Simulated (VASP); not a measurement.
# Nb2Te6Mo (P-31m) in VASP: single point with PBEsol

Aim: the single point of Nb2Te6Mo with PBEsol.

All numbers are computed with VASP 6.6.1; they aren't measurements. Logs are shortened: lines on timing, memory, paths and dates and some standing lists are left out, and cuts for length are marked.

### 1 The cell of the first run

The structure is trigonal, space group P-31m (No. 162). The conventional cell has a = 6.268 Å, b = 6.268 Å, c = 7.839 Å, α = 90.00°, β = 90.00°, γ = 120.00°. Within 3.7 Å of Nb (site symmetry 32) lie 6 Te at 2.80 Å and 3 Mo at 3.62 Å and 3 Nb at 3.62 Å. Te (site symmetry m) has 1 Mo at 2.77 Å and 2 Nb at 2.80 Å and 6 Te at 3.57 to 3.64 Å within 3.7 Å. Within 3.7 Å of Mo (site symmetry -3m) lie 6 Te at 2.77 Å and 6 Nb at 3.62 Å.

### 2 Single point, PBEsol

Input file INCAR:

```
SYSTEM = Nb2Te6Mo
PREC     = Accurate       ! precision mode
ENCUT    = 500            ! plane-wave cutoff, eV
EDIFF    = 1E-6           ! SCF threshold, eV
ISMEAR   = 0              ! smearing method
SIGMA    = 0.1            ! smearing width, eV
LREAL    = .FALSE.        ! projectors in reciprocal space
LASPH    = .TRUE.         ! aspherical terms in the spheres
NELM     = 120            ! most SCF steps
ALGO     = Normal         ! electronic algorithm
ISIF     = 2              ! what is computed and relaxed
LWAVE    = .FALSE.        ! write WAVECAR
LCHARG   = .FALSE.        ! write CHGCAR
GGA      = PS             ! functional
NBANDS   = 48             ! bands
GGA_COMPAT= .FALSE.
```

Input file KPOINTS:

```
regular mesh
0
G
  6 6 6
  0 0 0
```

Input file POSCAR:

```
Nb2Te6Mo
1.0
    6.2677079203      0.0000000289      0.0000000000
   -3.1338539851      5.4279942680      0.0000000000
    0.0000000000      0.0000000000      7.8393761000
Nb Te Mo
2 6 1
Direct
    0.3333333333      0.6666666667      0.0000000000
    0.6666666667      0.3333333333      0.0000000000
    0.6709380000      0.0000000000      0.7639830000
    0.3290620000      0.3290620000      0.7639830000
    0.0000000000      0.6709380000      0.7639830000
    0.3290620000      0.0000000000      0.2360170000
    0.0000000000      0.3290620000      0.2360170000
    0.6709380000      0.6709380000      0.2360170000
    0.0000000000      0.0000000000      0.0000000000
```

Potentials or basis: VASP PAW PBE potentials, release 64 (Nb_sv, Te, Mo_sv).

Run with:

```bash
> cat potpaw_PBE.64/Nb_sv/POTCAR potpaw_PBE.64/Te/POTCAR potpaw_PBE.64/Mo_sv/POTCAR > POTCAR
> mpirun -np 1 vasp_std > vasp.out
```

OUTCAR:

```text
SYSTEM = Nb2Te6Mo
   PREC = Accurate
   ENCUT = 500
   EDIFF = 1E-6
   ISMEAR = 0
   LREAL = .FALSE.
   LASPH = .TRUE.
   NELM = 120
   ISIF = 2
   GGA = PS

 ion  position               nearest neighbor table
   1  0.333  0.667  0.000-   6 2.80   5 2.80   7 2.80   3 2.80   4 2.80   8 2.80
   2  0.667  0.333  0.000-   3 2.80   7 2.80   5 2.80   6 2.80   8 2.80   4 2.80
   3  0.671  0.000  0.764-   9 2.77   2 2.80   1 2.80   5 3.57   4 3.57   4 3.64   5 3.64   4 3.64
                             5 3.64
   4  0.329  0.329  0.764-   9 2.77   1 2.80   2 2.80   5 3.57   3 3.57   5 3.64   3 3.64   3 3.64
                             5 3.64
   5  0.000  0.671  0.764-   9 2.77   1 2.80   2 2.80   3 3.57   4 3.57   4 3.64   3 3.64   3 3.64
                             4 3.64
   6  0.329  0.000  0.236-   9 2.77   1 2.80   2 2.80   7 3.57   8 3.57   8 3.64   7 3.64   8 3.64
                             7 3.64
   7  0.000  0.329  0.236-   9 2.77   2 2.80   1 2.80   6 3.57   8 3.57   8 3.64   6 3.64   6 3.64
                             8 3.64
   8  0.671  0.671  0.236-   9 2.77   2 2.80   1 2.80   7 3.57   6 3.57   7 3.64   6 3.64   6 3.64
                             7 3.64
   9  0.000  0.000  0.000-   5 2.77   7 2.77   6 2.77   3 2.77   4 2.77   8 2.77

  LATTYP: Found a hexagonal cell.
 ALAT       =     6.2677079203
 C/A-ratio  =     1.2507564487

  Lattice vectors:

 A1 = (   6.2677079203,   0.0000000289,   0.0000000000)
 A2 = (  -3.1338539851,   5.4279942680,   0.0000000000)
 A3 = (   0.0000000000,   0.0000000000,   7.8393761000)

Analysis of symmetry for initial positions (statically):
=====================================================================
 Subroutine PRICEL returns:
 Original cell was already a primitive cell.

 Routine SETGRP: Setting up the symmetry group for a
 hexagonal supercell.

 Subroutine GETGRP returns: Found 12 space group operations
 (whereof 12 operations were pure point group operations)
 out of a pool of 24 trial point group operations.

The static configuration has the point symmetry D_3d.

Analysis of symmetry for dynamics (positions and initial velocities):
=====================================================================
 Subroutine PRICEL returns:
 Original cell was already a primitive cell.

 Routine SETGRP: Setting up the symmetry group for a
 hexagonal supercell.

 Subroutine GETGRP returns: Found 12 space group operations
 (whereof 12 operations were pure point group operations)
 out of a pool of 24 trial point group operations.

The dynamic configuration has the point symmetry D_3d.

 Subroutine INISYM returns: Found 12 space group operations
 (whereof 12 operations are pure point group operations),
 and found     1 'primitive' translations

----------------------------------------------------------------------------------------

                                     Primitive cell

  volume of cell :     266.7041

  direct lattice vectors                    reciprocal lattice vectors
     6.267707920  0.000000029  0.000000000     0.159547958  0.092115057  0.000000000
    -3.133853985  5.427994268  0.000000000    -0.000000001  0.184230113  0.000000000
     0.000000000  0.000000000  7.839376100     0.000000000  0.000000000  0.127561172

  length of vectors
     6.267707920  6.267707920  7.839376100     0.184230113  0.184230113  0.127561172

  position of ions in fractional coordinates (direct lattice)
     0.333333333  0.666666667  0.000000000
     0.666666667  0.333333333  0.000000000
     0.670938000  0.000000000  0.763983000
     0.329062000  0.329062000  0.763983000
     1.000000000  0.670938000  0.763983000
     0.329062000  0.000000000  0.236017000
     1.000000000  0.329062000  0.236017000
     0.670938000  0.670938000  0.236017000
     0.000000000  0.000000000  0.000000000

  ion indices of the primitive-cell ions
   primitive index   ion index
                 1           1
                 2           2
                 3           3
                 4           4
                 5           5
                 6           6
                 7           7
                 8           8
                 9           9

----------------------------------------------------------------------------------------

 KPOINTS: regular mesh

Automatic generation of k-mesh.
 Grid dimensions read from file:
 generate k-points for:    6    6    6

 Generating k-lattice:

  Cartesian coordinates                     Fractional coordinates (reciprocal lattice)
     0.026591326  0.015352510  0.000000000     0.166666667 -0.000000000  0.000000000
    -0.000000000  0.030705019  0.000000000     0.000000000  0.166666667  0.000000000
     0.000000000  0.000000000  0.021260195     0.000000000  0.000000000  0.166666667

  Length of vectors
     0.030705019  0.030705019  0.021260195

  Shift w.r.t. Gamma in fractional coordinates (k-lattice)
     0.000000000  0.000000000  0.000000000

 Subroutine IBZKPT returns following result:
 ===========================================

 Found     34 irreducible k-points:

 Following reciprocal coordinates:
            Coordinates               Weight
  0.000000  0.000000  0.000000      1.000000
  0.166667  0.000000  0.000000      6.000000
  0.333333  0.000000  0.000000      6.000000
  0.500000 -0.000000  0.000000      3.000000
  0.166667  0.166667  0.000000      6.000000
  0.333333  0.166667  0.000000     12.000000
[... 16 lines left out ...]
 -0.166667  0.333333  0.333333      6.000000
  0.333333  0.166667  0.333333     12.000000
 [... further k-points ...]
   k-points           NKPTS =     34   k-points in BZ     NKDIM =     34   number of bands    NBANDS=     48
   number of dos      NEDOS =    301   number of ions     NIONS =      9
   total plane-waves  NPLWV = 138240
   dimension x,y,z NGX =    48 NGY =   48 NGZ =   60
   dimension x,y,z NGXF=    96 NGYF=   96 NGZF=  120
   ions per type =               2   6   1
   NGX,Y,Z   is equivalent  to a cutoff of  12.73, 12.73, 12.72 a.u.
   NGXF,Y,Z  is equivalent  to a cutoff of  25.46, 25.46, 25.45 a.u.
 SYSTEM =  Nb2Te6Mo
   PREC   = accura    normal or accurate (medium, high low for compatibility)
   ISTART =      0    job   : 0-new  1-cont  2-samecut
   ICHARG =      2    charge: 1-file 2-atom 10-const
   ISPIN  =      1    spin polarized calculation?
   LNONCOLLINEAR =      F non collinear calculations
   LSORBIT =      F    spin-orbit coupling
   LASPH  =      T    aspherical Exc in radial PAW
   ENCUT  =  500.0 eV  36.75 Ry    6.06 a.u.  11.43 11.43 14.29*2*pi/ulx,y,z
   NELM   =    120;   NELMIN=  2; NELMDL= -5     # of ELM steps
   EDIFF  = 0.1E-05   stopping-criterion for ELM
   LREAL  =      F    real-space projection
   EDIFFG = 0.1E-04   stopping-criterion for IOM
   NSW    =      0    number of steps for IOM
   IBRION =     -1    ionic relax: 0-MD 1-quasi-New 2-CG
   NFREE  =      0    steps in history (QN), initial steepest desc. (CG)
   ISIF   =      2    stress and relaxation
   ISYM   =      2    0-nonsym 1-usesym 2-fastsym
   POTIM  = 0.5000    time-step for ionic-motion
   TEBEG  =    0.0;   TEEND  =   0.0 temperature during run
   PSTRESS=    0.0 pullay stress
   NELECT =      76.0000    total number of electrons
   NUPDOWN=      -1.0000    fix difference up-down
   EMIN   =  10.00;   EMAX   =-10.00  energy-range for DOS
   EFERMI =   0.00;   METHOD = LEGACY
   ISMEAR =     0;   SIGMA  =   0.10  broadening in eV -4-tet -1-fermi 0-gaus
   EFERMI_NEDOS =   21; number of points for ismear=-14 and -15
   IALGO  =     38    algorithm
   IMIX   =      4    mixing-type and parameters
     AMIX     =   0.40;   BMIX     =  1.00
     AMIX_MAG =   1.60;   BMIX_MAG =  1.00
  volume/ion in A,a.u.               =      29.63       199.98
  Fermi-wavevector in a.u.,A,eV,Ry     =   1.077299  2.035799 15.790548  1.160573
  Thomas-Fermi vector in A             =   2.213207
   LORBIT       =      0    0 simple, 1 ext, 2 COOP (PROOUT), +10 PAW based schemes
   GGA     = PS    functional components
   LHFCALC =     F    Hartree Fock is set to
   AEXX    =    0.0000 exact exchange contribution
   IVDW    =     0    specifies the selected vdW correction
   LEPSILON=     F    determine dielectric tensor
   LRPA    =     F    only Hartree local field effects (RPA)
 non-spin polarized calculation
 Gauss-broadening in eV      SIGMA  =   0.10
  energy-cutoff  :      500.00
  volume of cell :      266.70
 maximum number of plane-waves:      6821
 NGX is ok and might be reduce to    48
   NGX = 23   NGY = 23   NGZ = 29

 number of electron      76.0000004 magnetization

 Free energy of the ion-electron system (eV)
  ---------------------------------------------------
  ext. energy  EPLUGINS =         0.00000000
  ---------------------------------------------------
  free energy    TOTEN  =       -57.63755695 eV

  energy without entropy =      -57.61442843  energy(sigma->0) =      -57.62599269

 E-fermi :   6.3814     XC(G=0):  -9.6067

 val. band max:        6.3674729325   @ k =   0.5000  -0.0000   0.0000
 cond. band min:       6.3834658333   @ k =   0.1667   0.1667   0.5000
 fundamental gap:      0.0159929008
 Fermi energy:         6.3814465157

 k-point     1 :       0.0000    0.0000    0.0000
  band No.  band energies     occupation
      1     -54.5252      2.00000
      2     -48.8472      2.00000
      3     -48.8383      2.00000
      4     -28.6933      2.00000
      5     -28.6933      2.00000
      6     -28.5715      2.00000
[... 40 lines left out ...]
     47       8.8703      0.00000
     48       9.2327      0.00000

 k-point     2 :       0.1667    0.0000    0.0000
  band No.  band energies     occupation
      1     -54.5252      2.00000
      2     -48.8467      2.00000
      3     -48.8388      2.00000
      4     -28.6933      2.00000
      5     -28.6932      2.00000
      6     -28.5715      2.00000
[... 40 lines left out ...]
     47       8.5935      0.00000
     48       9.4249      0.00000

 k-point     3 :       0.3333    0.0000    0.0000
  band No.  band energies     occupation
      1     -54.5252      2.00000
      2     -48.8453      2.00000
      3     -48.8402      2.00000
      4     -28.6934      2.00000
      5     -28.6931      2.00000
      6     -28.5715      2.00000
[... 1060 lines left out ...]
     47       8.6165      0.00000
     48       8.8362      0.00000

 k-point    24 :       0.3333    0.1667    0.3333
  band No.  band energies     occupation
      1     -54.5252      2.00000
      2     -48.8442      2.00000
      3     -48.8413      2.00000
      4     -28.6933      2.00000
      5     -28.6931      2.00000
      6     -28.5715      2.00000
[... 40 lines left out ...]
     47       9.0185      0.00000
     48       9.3661      0.00000

 [... further k-points ...]
[... 5 lines left out ...]
  --------------------------------------------------------------------------------------
  -------------------------------------------------------------------------------------
  Total       -5.2568768     -5.2568768     -4.5141820     -0.0000000     -0.0000000      0.0000000
  in kB      -31.5797546    -31.5797546    -27.1181473     -0.0000000     -0.0000000      0.0000000
  external PRESSURE =     -30.0925522 kB  Pullay stress =       0.0000000 kB

 VOLUME and BASIS-vectors are now :
 -----------------------------------------------------------------------------
  energy-cutoff  :      500.00
  volume of cell :      266.70
      direct lattice vectors                 reciprocal lattice vectors
     6.267707920  0.000000029  0.000000000     0.159547958  0.092115057  0.000000000
    -3.133853985  5.427994268  0.000000000    -0.000000001  0.184230113  0.000000000
     0.000000000  0.000000000  7.839376100     0.000000000  0.000000000  0.127561172

 POSITION                                       TOTAL-FORCE (eV/Angst)
 -----------------------------------------------------------------------------------
     -0.00000      3.61866      0.00000         0.000000     -0.000000      0.000000
      3.13385      1.80933      0.00000         0.000000     -0.000000      0.000000
      4.20524      0.00000      5.98915         0.011574      0.000000      0.290202
      1.03123      1.78615      5.98915        -0.005787     -0.010023      0.290202
     -2.10262      3.64185      5.98915        -0.005787      0.010023      0.290202
      2.06246      0.00000      1.85023        -0.011574     -0.000000     -0.290202
     -1.03123      1.78615      1.85023         0.005787     -0.010023     -0.290202
      2.10262      3.64185      1.85023         0.005787      0.010023     -0.290202
      0.00000      0.00000      0.00000         0.000000     -0.000000      0.000000
 -----------------------------------------------------------------------------------
    total drift:                               -0.000000      0.000000      0.000000

  FREE ENERGIE OF THE ION-ELECTRON SYSTEM (eV)
  ---------------------------------------------------
  free  energy   TOTEN  =       -57.6375569508 eV

  energy  without entropy=      -57.6144284282  energy(sigma->0) =      -57.62599269
```

It took 14 min on 1 thread of Oxide Virtual Turin-like, shared host; peak memory 0.58 GiB.

Results:

| Item | Value |
| --- | --- |
| Free energy | -57.6376 eV |
| Pressure | -3.0 GPa |
| Largest force | 0.290 eV/Å |
| Band gap on the k mesh | zero (bands 38 and 39 overlap by 1.49 eV) |

Forces on the atoms (eV/Å):
```
Nb   0.000  0.000  0.000
Nb   0.000  0.000  0.000
Te   0.012  0.000  0.290
Te  -0.006 -0.010  0.290
Te  -0.006  0.010  0.290
Te  -0.012  0.000 -0.290
Te   0.006 -0.010 -0.290
Te   0.006  0.010 -0.290
Mo   0.000  0.000  0.000
```

Caveat: the cell stands under tension; the PAW data sets were made with another functional, which shifts forces and pressure a little; spin-orbit coupling is left out, which moves the levels of the heavy elements; this functional lacks dispersion, which binds layers or chains, so the pressure and a relaxed spacing across them are unreliable.
